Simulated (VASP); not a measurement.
Set up this calculation in VASP 6.6.1, as the native input.

* Task: single point
* Functional: r2SCAN
* Potentials or basis: VASP PAW PBE potentials, release 64 (Ti_sv)
* Cutoff: 520 eV
* k mesh: 13 × 13 × 13
* Occupations: fermi-dirac, width 0.1 eV
* Spin: no spin polarisation
* Dipole correction: no
* Further INCAR settings: ALGO = Normal; EDIFF = 1e-06; NBANDS = 12

The system is Ti.

```
Ti
1.0
     2.73263    0.00000    0.00000
     0.00000    2.73263    0.00000
     0.00000    0.00000    2.73263
Ti
1
Cartesian
  0.0000 0.0000 0.0000
```

This cell differs from its parent crystal: volume scaled by 1.12.

These files were run (other wordings do the same):

POSCAR

```
Ti
1.0
    2.7326285375      0.0000000000      0.0000000000
    0.0000000000      2.7326285375      0.0000000000
    0.0000000000      0.0000000000      2.7326285375
Ti
1
Direct
    0.0000000000      0.0000000000      0.0000000000
```

INCAR.step1

```
SYSTEM = Ti
PREC = Accurate
ENCUT = 520
ISMEAR = -1
SIGMA = 0.1
LREAL = .FALSE.
LASPH = .TRUE.
NELM = 100
NBANDS = 12
GGA = PE
ALGO = Normal
EDIFF = 1E-4
LWAVE = .TRUE.
LCHARG = .FALSE.
```

INCAR.step2

```
SYSTEM = Ti
PREC = Accurate
ENCUT = 520
EDIFF = 1E-6
ISMEAR = -1
SIGMA = 0.1
LREAL = .FALSE.
LASPH = .TRUE.
NELM = 100
ALGO = Normal
ISIF = 2
LWAVE = .FALSE.
LCHARG = .TRUE.
METAGGA = R2SCAN
LMIXTAU = .TRUE.
LELF = .TRUE.
LVHAR = .TRUE.
NBANDS = 12
ISTART = 1
```

KPOINTS

```
regular mesh
0
G
  13 13 13
  0 0 0
```

Potentials or basis: VASP PAW PBE potentials, release 64 (Ti_sv).

Launch:

```console
$ cat potpaw_PBE.64/Ti_sv/POTCAR > POTCAR
$ cp INCAR.step1 INCAR
$ mpirun -np 1 vasp_std > vasp.out
$ cp INCAR.step2 INCAR
$ mpirun -np 1 vasp_std > vasp.out
```

It gave:

- Pressure: -7.4 GPa
- Band gap on the k mesh: zero (band 6 reaches 7.14 eV, above the bottom of band 7 at 5.38 eV)

Caveat: the PAW data sets were made with another functional, which shifts forces and pressure a little.

It took 98 s on 1 thread of AMD EPYC 7R43 64-Core Processor (Zen 3), with other jobs on the host, peak memory 0.1 GiB.
